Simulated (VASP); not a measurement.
# GaN (P6_3mc) in VASP: further runs

The runs below take GaN through single point, with PBEsol.

Program: VASP 6.6.1. These are calculated values, not measurements. Logs are shortened: lines on timing, memory, paths and dates and some standing lists are left out, and cuts for length are marked.

## Step 1: The cell of the first run

Symmetry: P6_3mc, No. 186, hexagonal system. Conventional cell: a = 3.198 Å, b = 3.198 Å, c = 5.173 Å, α = 90.00°, β = 90.00°, γ = 120.00°. Within 2.6 Å of Ga (site symmetry 3m) lie 4 N at 1.95 Å. N (site symmetry 3m) has 4 Ga at 1.95 Å within 2.6 Å.

## Step 2: Single point, PBEsol (in-plane strain +0.005, then relaxed in part)

INCAR reads:

```
SYSTEM = GaN
  ALGO = Normal
  EDIFF = 1E-6
  ENCUT = 520
  GGA = PS
  ISIF = 2
  ISMEAR = 0
  LASPH = .TRUE.
  LCHARG = .TRUE.
  LELF = .TRUE.
  LREAL = .FALSE.
  LVHAR = .TRUE.
  LWAVE = .FALSE.
  NBANDS = 26
  NELM = 80
  PREC = Accurate
  SIGMA = 0.01
```

KPOINTS reads:

```
k-points
0
G
  8 8 4
  0 0 0
```

POSCAR reads:

```
GaN
1.0
    3.1984874684      0.0000000000      0.0000000000
   -1.5992437342      2.7699714014      0.0000000000
    0.0000000000      0.0000000000      5.1730712521
Ga N
2 2
Direct
    0.3333333333      0.6666666667     -0.0014223727
    0.6666666667      0.3333333333      0.4985776273
    0.3333333333      0.6666666667      0.3764223727
    0.6666666667      0.3333333333      0.8764223727
```

Potentials or basis: VASP PAW PBE potentials, release 64 (Ga_d, N).

Started as:

```
$ cat potpaw_PBE.64/Ga_d/POTCAR potpaw_PBE.64/N/POTCAR > POTCAR
$ mpirun -np 1 vasp_std > vasp.out
```

OUTCAR:

```text
SYSTEM = GaN
   EDIFF = 1E-6
   ENCUT = 520
   GGA = PS
   ISIF = 2
   ISMEAR = 0
   LASPH = .TRUE.
   LREAL = .FALSE.
   NELM = 80
   PREC = Accurate

 ion  position               nearest neighbor table
   1  0.333  0.667  0.999-   4 1.95   4 1.95   4 1.95   3 1.95
   2  0.667  0.333  0.499-   3 1.95   3 1.95   3 1.95   4 1.95
   3  0.333  0.667  0.376-   2 1.95   2 1.95   2 1.95   1 1.95
   4  0.667  0.333  0.876-   1 1.95   1 1.95   1 1.95   2 1.95

  LATTYP: Found a hexagonal cell.
 ALAT       =     3.1984874684
 C/A-ratio  =     1.6173492325

  Lattice vectors:

 A1 = (   3.1984874684,   0.0000000000,   0.0000000000)
 A2 = (  -1.5992437342,   2.7699714014,   0.0000000000)
 A3 = (   0.0000000000,   0.0000000000,   5.1730712521)

Analysis of symmetry for initial positions (statically):
=====================================================================
 Subroutine PRICEL returns:
 Original cell was already a primitive cell.

 Routine SETGRP: Setting up the symmetry group for a
 hexagonal supercell.

 Subroutine GETGRP returns: Found 12 space group operations
 (whereof  6 operations were pure point group operations)
 out of a pool of 24 trial point group operations.

The static configuration has the point symmetry C_3v.
 The point group associated with its full space group is C_6v.

Analysis of symmetry for dynamics (positions and initial velocities):
=====================================================================
 Subroutine PRICEL returns:
 Original cell was already a primitive cell.

 Routine SETGRP: Setting up the symmetry group for a
 hexagonal supercell.

 Subroutine GETGRP returns: Found 12 space group operations
 (whereof  6 operations were pure point group operations)
 out of a pool of 24 trial point group operations.

The dynamic configuration has the point symmetry C_3v.
 The point group associated with its full space group is C_6v.

 Subroutine INISYM returns: Found 12 space group operations
 (whereof  6 operations are pure point group operations),
 and found     1 'primitive' translations

----------------------------------------------------------------------------------------

                                     Primitive cell

  volume of cell :      45.8320

  direct lattice vectors                    reciprocal lattice vectors
     3.198487468  0.000000000  0.000000000     0.312647778  0.180507279  0.000000000
    -1.599243734  2.769971401  0.000000000     0.000000000  0.361014558  0.000000000
     0.000000000  0.000000000  5.173071252     0.000000000  0.000000000  0.193308762

  length of vectors
     3.198487468  3.198487468  5.173071252     0.361014558  0.361014558  0.193308762

  position of ions in fractional coordinates (direct lattice)
     0.333333333  0.666666667  0.998577627
     0.666666667  0.333333333  0.498577627
     0.333333333  0.666666667  0.376422373
     0.666666667  0.333333333  0.876422373

  ion indices of the primitive-cell ions
   primitive index   ion index
                 1           1
                 2           2
                 3           3
                 4           4

----------------------------------------------------------------------------------------

 KPOINTS: k-points

Automatic generation of k-mesh.
 Grid dimensions read from file:
 generate k-points for:    8    8    4

 Generating k-lattice:

  Cartesian coordinates                     Fractional coordinates (reciprocal lattice)
     0.039080972  0.022563410  0.000000000     0.125000000  0.000000000  0.000000000
     0.000000000  0.045126820  0.000000000     0.000000000  0.125000000  0.000000000
     0.000000000  0.000000000  0.048327191     0.000000000  0.000000000  0.250000000

  Length of vectors
     0.045126820  0.045126820  0.048327191

  Shift w.r.t. Gamma in fractional coordinates (k-lattice)
     0.000000000  0.000000000  0.000000000

 Subroutine IBZKPT returns following result:
 ===========================================

 Found     30 irreducible k-points:

 Following reciprocal coordinates:
            Coordinates               Weight
  0.000000  0.000000  0.000000      1.000000
  0.125000  0.000000  0.000000      6.000000
  0.250000  0.000000  0.000000      6.000000
  0.375000 -0.000000  0.000000      6.000000
  0.500000  0.000000  0.000000      3.000000
  0.125000  0.125000  0.000000      6.000000
[... 16 lines left out ...]
  0.250000  0.000000  0.500000      6.000000
  0.375000 -0.000000  0.500000      6.000000
 [... further k-points ...]
   k-points           NKPTS =     30   k-points in BZ     NKDIM =     30   number of bands    NBANDS=     26
   number of dos      NEDOS =    301   number of ions     NIONS =      4
   total plane-waves  NPLWV =  23040
   dimension x,y,z NGX =    24 NGY =   24 NGZ =   40
   dimension x,y,z NGXF=    48 NGYF=   48 NGZF=   80
   ions per type =               2   2
   NGX,Y,Z   is equivalent  to a cutoff of  12.47, 12.47, 12.85 a.u.
[... 65 lines left out ...]
 Fermi energy:         5.1879798696

 k-point     1 :       0.0000    0.0000    0.0000
  band No.  band energies     occupation
      1     -10.7979      2.00000
      2      -9.8510      2.00000
      3      -8.2420      2.00000
      4      -8.2286      2.00000
      5      -8.2286      2.00000
      6      -8.1664      2.00000
[... 18 lines left out ...]
     25      16.7068      0.00000
     26      16.7068      0.00000

 k-point     2 :       0.1250    0.0000    0.0000
  band No.  band energies     occupation
      1     -10.6462      2.00000
      2      -9.8131      2.00000
      3      -8.2262      2.00000
      4      -8.2075      2.00000
      5      -8.1809      2.00000
      6      -8.1471      2.00000
[... 18 lines left out ...]
     25      16.3244      0.00000
     26      17.0343      0.00000

 k-point     3 :       0.2500    0.0000    0.0000
  band No.  band energies     occupation
      1     -10.2875      2.00000
      2      -9.7407      2.00000
      3      -8.1877      2.00000
      4      -8.1702      2.00000
      5      -8.1052      2.00000
      6      -8.0646      2.00000
[... 18 lines left out ...]
     25      16.4145      0.00000
     26      17.7064      0.00000

 k-point     4 :       0.3750   -0.0000    0.0000
  band No.  band energies     occupation
      1      -9.9735      2.00000
      2      -9.6946      2.00000
      3      -8.1752      2.00000
      4      -8.1563      2.00000
      5      -8.0688      2.00000
      6      -8.0113      2.00000
[... 18 lines left out ...]
     25      16.8460      0.00000
     26      18.5005      0.00000

 k-point     5 :       0.5000    0.0000    0.0000
  band No.  band energies     occupation
      1      -9.8667      2.00000
      2      -9.6834      2.00000
      3      -8.1794      2.00000
      4      -8.1560      2.00000
      5      -8.0592      2.00000
      6      -8.0147      2.00000
[... 18 lines left out ...]
     25      17.4120      0.00000
     26      18.3742      0.00000

 k-point     6 :       0.1250    0.1250    0.0000
  band No.  band energies     occupation
      1     -10.3900      2.00000
      2      -9.7592      2.00000
      3      -8.1898      2.00000
      4      -8.1848      2.00000
      5      -8.1201      2.00000
      6      -8.1109      2.00000
[... 427 lines left out ...]
 k-point    21 :       0.0000    0.0000    0.5000
  band No.  band energies     occupation
      1     -10.2159      2.00000
      2     -10.2159      2.00000
      3      -8.2082      2.00000
      4      -8.2082      2.00000
      5      -8.2082      2.00000
      6      -8.2082      2.00000
[... 18 lines left out ...]
     25      15.3836      0.00000
     26      15.3836      0.00000

 k-point    22 :       0.1250    0.0000    0.5000
  band No.  band energies     occupation
      1     -10.1194      2.00000
      2     -10.1194      2.00000
      3      -8.1929      2.00000
      4      -8.1929      2.00000
      5      -8.1812      2.00000
      6      -8.1812      2.00000
[... 18 lines left out ...]
     25      15.7906      0.00000
     26      15.7906      0.00000

 k-point    23 :       0.2500    0.0000    0.5000
  band No.  band energies     occupation
      1      -9.9162      2.00000
      2      -9.9162      2.00000
      3      -8.1656      2.00000
      4      -8.1656      2.00000
      5      -8.1200      2.00000
      6      -8.1200      2.00000
[... 18 lines left out ...]
     25      16.6102      0.00000
     26      16.6102      0.00000

 k-point    24 :       0.3750   -0.0000    0.5000
  band No.  band energies     occupation
      1      -9.7658      2.00000
      2      -9.7658      2.00000
      3      -8.1736      2.00000
      4      -8.1736      2.00000
      5      -8.0711      2.00000
      6      -8.0711      2.00000
[... 18 lines left out ...]
     25      17.1400      0.00000
     26      17.1400      0.00000

 [... further k-points ...]

------------------------ aborting loop because EDIFF is reached ----------------------------------------

  FORCE on cell =-STRESS in cart. coord.  units (eV):
  Direction    XX          YY          ZZ          XY          YZ          ZX
  --------------------------------------------------------------------------------------
  -------------------------------------------------------------------------------------
  Total       -0.6628037     -0.6628037     -0.0559794      0.0000000     -0.0000000     -0.0000000
  in kB      -23.1700576    -23.1700576     -1.9569075      0.0000000     -0.0000000     -0.0000000
  external PRESSURE =     -16.0990076 kB  Pullay stress =       0.0000000 kB

 VOLUME and BASIS-vectors are now :
 -----------------------------------------------------------------------------
  energy-cutoff  :      520.00
  volume of cell :       45.83
      direct lattice vectors                 reciprocal lattice vectors
     3.198487468  0.000000000  0.000000000     0.312647778  0.180507279  0.000000000
    -1.599243734  2.769971401  0.000000000     0.000000000  0.361014558  0.000000000
     0.000000000  0.000000000  5.173071252     0.000000000  0.000000000  0.193308762

 POSITION                                       TOTAL-FORCE (eV/Angst)
 -----------------------------------------------------------------------------------
     -0.00000      1.84665      5.16571        -0.000000      0.000000     -0.000022
      1.59924      0.92332      2.57918         0.000000     -0.000000     -0.000022
     -0.00000      1.84665      1.94726         0.000000     -0.000000      0.000022
      1.59924      0.92332      4.53380        -0.000000      0.000000      0.000022
 -----------------------------------------------------------------------------------
    total drift:                               -0.000001     -0.000001     -0.001211

  FREE ENERGIE OF THE ION-ELECTRON SYSTEM (eV)
  ---------------------------------------------------
  free  energy   TOTEN  =       -26.2647425062 eV

  energy  without entropy=      -26.2647425062  energy(sigma->0) =      -26.26474251
```

Wall time 21 s (1 thread of Intel Xeon 6975P-C (Granite Rapids), shared host); peak memory 0.16 GiB.

What came out:

- Free energy: -26.2647 eV
- Pressure: -1.6 GPa
- Band gap on the k mesh: 1.87 eV, direct

Levels at points of the mesh, in eV from the valence-band top:
| k point | band 14 | band 15 | band 16 | band 17 | band 18 | band 19 | band 20 | band 21 | band 22 | band 23 |
| --- | --- | --- | --- | --- | --- | --- | --- | --- | --- | --- |
| (0.00, 0.00, 0.00) | -1.06 | -1.06 | 0.00 | 0.00 | 0.00 | 1.87 | 4.10 | 9.14 | 9.72 | 9.72 |
| (0.50, 0.00, 0.00) | -5.29 | -4.21 | -2.78 | -2.21 | -1.00 | 4.88 | 5.49 | 6.00 | 8.54 | 10.29 |
| (0.00, 0.00, 0.50) | -3.81 | -0.54 | -0.54 | -0.54 | -0.54 | 4.16 | 4.16 | 8.38 | 8.38 | 10.24 |
| (0.50, 0.00, 0.50) | -6.64 | -1.96 | -1.96 | -1.86 | -1.86 | 4.31 | 4.31 | 7.68 | 7.68 | 9.85 |

Caveat: the cell differs from its parent crystal (in-plane strain +0.005, then relaxed in part); the PAW data sets were made with another functional, which shifts forces and pressure a little.

## Step 3: Single point, PBEsol (in-plane strain +0.005)

INCAR reads:

```
SYSTEM = GaN
ALGO = Normal
EDIFF = 1E-6
ENCUT = 520
GGA = PS
ISIF = 2
ISMEAR = 0
LASPH = .TRUE.
LCHARG = .FALSE.
LREAL = .FALSE.
LWAVE = .FALSE.
NBANDS = 26
NELM = 60
PREC = Accurate
SIGMA = 0.01
```

KPOINTS is that of step 2.

POSCAR reads:

```
GaN
1.0
    3.1984874685      0.0000000000      0.0000000000
   -1.5992437342      2.7699714014      0.0000000000
    0.0000000000      0.0000000000      5.1698539719
Ga N
2 2
Direct
    0.3333333333      0.6666666667     -0.0008061560
    0.6666666667      0.3333333333      0.4991938440
    0.3333333333      0.6666666667      0.3758061560
    0.6666666667      0.3333333333      0.8758061560
```

Potentials or basis: VASP PAW PBE potentials, release 64 (Ga_d, N).

Started as:

```
$ cat potpaw_PBE.64/Ga_d/POTCAR potpaw_PBE.64/N/POTCAR > POTCAR
$ mpirun -np 1 vasp_std > vasp.out
```

Run time: 17 s. Hardware: 1 thread of Intel Xeon 6975P-C (Granite Rapids), shared host; peak memory 0.17 GiB.

It converged, with:

```yaml
Free_energy: -26.2642 eV
Pressure: -1.4 GPa
Largest_force: 0.080 eV/Å
Band_gap_on_the_k_mesh: 1.87 eV, direct
```

Forces on the atoms (eV/Å):
```
Ga   0.000  0.000 -0.080
Ga   0.000  0.000 -0.080
N    0.000  0.000  0.080
N    0.000  0.000  0.080
```

Stress tensor (GPa, compression positive):
```
-2.40  0.00  0.00
 0.00 -2.40  0.00
 0.00  0.00  0.62
```

Levels at points of the mesh, in eV from the valence-band top:
```
           k point  band 14  band 15  band 16  band 17  band 18  band 19  band 20  band 21  band 22  band 23
(0.00, 0.00, 0.00)    -1.07    -1.07    -0.02     0.00     0.00     1.87     4.10     9.14     9.72     9.72
(0.50, 0.00, 0.00)    -5.28    -4.24    -2.79    -2.23    -0.99     4.88     5.49     5.99     8.54    10.27
(0.00, 0.00, 0.50)    -3.83    -0.55    -0.55    -0.55    -0.55     4.15     4.15     8.39     8.39    10.24
(0.50, 0.00, 0.50)    -6.64    -1.96    -1.96    -1.88    -1.88     4.30     4.30     7.69     7.69     9.86
```

Caveat: the cell differs from its parent crystal (in-plane strain +0.005); the PAW data sets were made with another functional, which shifts forces and pressure a little.

## Step 4: Single point, PBEsol (in-plane strain +0.01, then relaxed in part)

INCAR reads:

```
SYSTEM = GaN
ALGO = Normal
EDIFF = 1E-6
ENCUT = 520
GGA = PS
ISIF = 2
ISMEAR = 0
LASPH = .True.
LCHARG = .False.
LREAL = .False.
LWAVE = .False.
NBANDS = 26
NELM = 80
PREC = Accurate
SIGMA = 0.01
```

KPOINTS reads:

```
k-points
0
Gamma
  8 8 4
  0 0 0
```

POSCAR reads:

```
GaN
1.0
    3.2144003414      0.0000000000      0.0000000000
   -1.6072001707      2.7837523536      0.0000000000
    0.0000000000      0.0000000000      5.1598360706
Ga N
2 2
Direct
    0.3333333333      0.6666666667     -0.0020444721
    0.6666666667      0.3333333333      0.4979555279
    0.3333333333      0.6666666667      0.3770444721
    0.6666666667      0.3333333333      0.8770444721
```

Started as:

```
$ cat potpaw_PBE.64/Ga_d/POTCAR potpaw_PBE.64/N/POTCAR > POTCAR
$ mpirun -np 1 vasp_std > vasp.out
```

Run time: 22 s. Hardware: 1 thread of Intel Xeon 6975P-C (Granite Rapids), shared host; peak memory 0.17 GiB.

It converged, with:

```yaml
Free_energy: -26.2556 eV
Pressure: -2.9 GPa
Band_gap_on_the_k_mesh: 1.80 eV, direct
```

Stress tensor (GPa, compression positive):
```
-4.29  0.00  0.00
 0.00 -4.29  0.00
 0.00  0.00 -0.10
```

Levels at points of the mesh, in eV from the valence-band top:
| k point | band 15 | band 16 | band 17 | band 18 | band 19 | band 20 | band 21 | band 22 |
| --- | --- | --- | --- | --- | --- | --- | --- | --- |
| (0.00, 0.00, 0.00) | -1.11 | -0.04 | -0.04 | 0.00 | 1.80 | 3.94 | 9.13 | 9.59 |
| (0.50, 0.00, 0.00) | -4.20 | -2.82 | -2.20 | -1.02 | 4.78 | 5.42 | 6.01 | 8.47 |
| (0.00, 0.00, 0.50) | -0.59 | -0.59 | -0.59 | -0.59 | 4.06 | 4.06 | 8.34 | 8.34 |
| (0.50, 0.00, 0.50) | -2.00 | -2.00 | -1.83 | -1.83 | 4.28 | 4.28 | 7.61 | 7.61 |

Caveat: the cell differs from its parent crystal (in-plane strain +0.01, then relaxed in part); the PAW data sets were made with another functional, which shifts forces and pressure a little.

## Step 5: Single point, PBEsol (in-plane strain +0.01)

INCAR reads:

```
  PREC = Accurate
  ENCUT = 520
  EDIFF = 1E-6
  ISMEAR = 0
  SIGMA = 0.01
  LREAL = False
  LASPH = True
  NELM = 60
  ALGO = Normal
  ISIF = 2
  LWAVE = False
  LCHARG = True
  GGA = PS
  LELF = True
  LVHAR = True
  NBANDS = 26
```

KPOINTS reads:

```
regular mesh
0
Gamma
  8 8 4
```

POSCAR reads:

```
GaN
1.0
    3.2144003414      0.0000000000      0.0000000000
   -1.6072001707      2.7837523536      0.0000000000
    0.0000000000      0.0000000000      5.1542977413
Ga N
2 2
Direct
    0.3333333333      0.6666666667     -0.0008061560
    0.6666666667      0.3333333333      0.4991938440
    0.3333333333      0.6666666667      0.3758061560
    0.6666666667      0.3333333333      0.8758061560
```

Started as:

```
$ cat potpaw_PBE.64/Ga_d/POTCAR potpaw_PBE.64/N/POTCAR > POTCAR
$ mpirun -np 1 vasp_std > vasp.out
```

Wall time 19 s (1 thread of Intel Xeon 6975P-C (Granite Rapids), shared host); peak memory 0.17 GiB.

Results (log left out):

```
Free energy            : -26.2534 eV
Pressure               : -2.7 GPa
Largest force          : 0.158 eV/Å
Band gap on the k mesh : 1.83 eV, direct
```

Forces on the atoms (eV/Å):
```
Ga   0.000  0.000 -0.158
Ga   0.000  0.000 -0.158
N    0.000  0.000  0.158
N    0.000  0.000  0.158
```

Stress tensor (GPa, compression positive):
```
-4.64  0.00  0.00
 0.00 -4.64  0.00
 0.00  0.00  1.28
```

Levels at points of the mesh, in eV from the valence-band top:
| k point | band 16 | band 17 | band 18 | band 19 | band 20 | band 21 |
| --- | --- | --- | --- | --- | --- | --- |
| (0.00, 0.00, 0.00) | 0.00 | 0.00 | 0.00 | 1.83 | 3.98 | 9.16 |
| (0.50, 0.00, 0.00) | -2.79 | -2.22 | -0.96 | 4.81 | 5.45 | 6.03 |
| (0.00, 0.00, 0.50) | -0.56 | -0.56 | -0.56 | 4.09 | 4.09 | 8.41 |
| (0.50, 0.00, 0.50) | -1.95 | -1.83 | -1.83 | 4.30 | 4.30 | 7.67 |

Caveat: the cell differs from its parent crystal (in-plane strain +0.01); the PAW data sets were made with another functional, which shifts forces and pressure a little.

## Step 6: Summary

```tsv
cell	gap on the mesh (eV)	pressure (GPa)	largest force (eV/Å)
a = 3.198, b = 3.198, c = 5.173 Å, angles 90.0, 90.0, 120.0°, 4 atoms	1.87	-1.6	-
a = 3.198, b = 3.198, c = 5.170 Å, angles 90.0, 90.0, 120.0°, 4 atoms	1.87	-1.4	0.08
a = 3.214, b = 3.214, c = 5.160 Å, angles 90.0, 90.0, 120.0°, 4 atoms	1.80	-2.9	-
a = 3.214, b = 3.214, c = 5.154 Å, angles 90.0, 90.0, 120.0°, 4 atoms	1.83	-2.7	0.16
```

Alike in all rows: task single point; level PBEsol; potentials or basis VASP PAW PBE potentials, release 64 (Ga_d, N); no spin polarisation; k mesh 8 × 8 × 4; cutoff (eV) 520; smearing gaussian 0.01 eV.

Caveats: the PAW data sets were made with another functional, which shifts forces and pressure a little.

Total energies depend on the potentials used, so only differences within one code and one set of settings carry meaning.
